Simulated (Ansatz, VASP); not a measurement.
## One calculation of SiC, two programs

File INCAR:

```
  PREC = Accurate
  ENCUT = 520
  EDIFF = 1E-6
  ISMEAR = -1
  SIGMA = 0.05
  LREAL = F
  LASPH = T
  NELM = 80
  ALGO = Normal
  ISIF = 2
  LWAVE = F
  LCHARG = F
  GGA = PE
  NBANDS = 36
```

The input KPOINTS:

```
Automatic mesh
0
Gamma
  10 10 2
```

File POSCAR:

```
SiC
1.0
    3.0950000000      0.0000000000      0.0000000000
   -1.5475000000      2.6803486247      0.0000000000
    0.0000000000      0.0000000000     15.1700000000
Si C
6 6
Direct
    0.6666666667      0.3333333333      0.4583000000
    0.3333333333      0.6666666667      0.9583000000
    0.6666666667      0.3333333333      0.7917000000
    0.3333333333      0.6666666667      0.2917000000
    0.0000000000      0.0000000000      0.6250000000
    0.0000000000      0.0000000000      0.1250000000
    0.6666666667      0.3333333333      0.3333000000
    0.3333333333      0.6666666667      0.8333000000
    0.6666666667      0.3333333333      0.6667000000
    0.3333333333      0.6666666667      0.1667000000
    0.0000000000      0.0000000000      0.5000000000
    0.0000000000      0.0000000000      0.0000000000
```

File input.yaml:

```yaml
crystal:
  lattice:
    - [3.095, 0.0, 0.0]
    - [-1.5475, 2.6803486247, 0.0]
    - [0.0, 0.0, 15.17]
  atoms:
    - { symbol: Si, position: [0.6666666667, 0.3333333333, 0.4583] }
    - { symbol: Si, position: [0.3333333333, 0.6666666667, 0.9583] }
    - { symbol: Si, position: [0.6666666667, 0.3333333333, 0.7917] }
    - { symbol: Si, position: [0.3333333333, 0.6666666667, 0.2917] }
    - { symbol: Si, position: [0.0, 0.0, 0.625] }
    - { symbol: Si, position: [0.0, 0.0, 0.125] }
    - { symbol: C, position: [0.6666666667, 0.3333333333, 0.3333] }
    - { symbol: C, position: [0.3333333333, 0.6666666667, 0.8333] }
    - { symbol: C, position: [0.6666666667, 0.3333333333, 0.6667] }
    - { symbol: C, position: [0.3333333333, 0.6666666667, 0.1667] }
    - { symbol: C, position: [0.0, 0.0, 0.5] }
    - { symbol: C, position: [0.0, 0.0, 0.0] }
hamiltonian:
  xc: pbe
  pseudopotentials: { kind: paw }
kpoints:
  mp_grid: { grid: [10, 10, 2] }
scf:
  occupations: { method: fermi_dirac, width: 0.05 }
basis:
  ecutwfc: "600 eV"
output:
  forces: true
  stress: true
  eigenvalues: true
  write_density: true
  write_potential: true
  elf: true
  volumetric_format: npy
```

Alike in both runs: task single point; functional PBE; k mesh 10 × 10 × 2; occupations fermi-dirac, width 0.05 eV; no spin polarisation.

|  | VASP | Ansatz |
| --- | --- | --- |
| version | VASP 6.6.1 | Ansatz 0.2.0 |
| potentials or method | VASP PAW PBE potentials, release 64 (Si, C), cutoff 520 eV | Ansatz PAW |
| valence electrons in the cell | 48 | 48 |

```csv
,VASP,Ansatz,Ansatz less VASP
gap on the k mesh at the Fermi level (eV),2.02,2.02,+0.002
least direct gap on the mesh (eV),3.12,3.12,+0.002
pressure (GPa),0.2,0.2,+0.04
"traceless stress, the component that is largest in VASP (GPa)",0.51,0.51,-0.004
rms of the force components (eV/Å),0.039,0.039,0.0000
```

Atom by atom the forces differ by 0.000 eV/Å (rms over components).
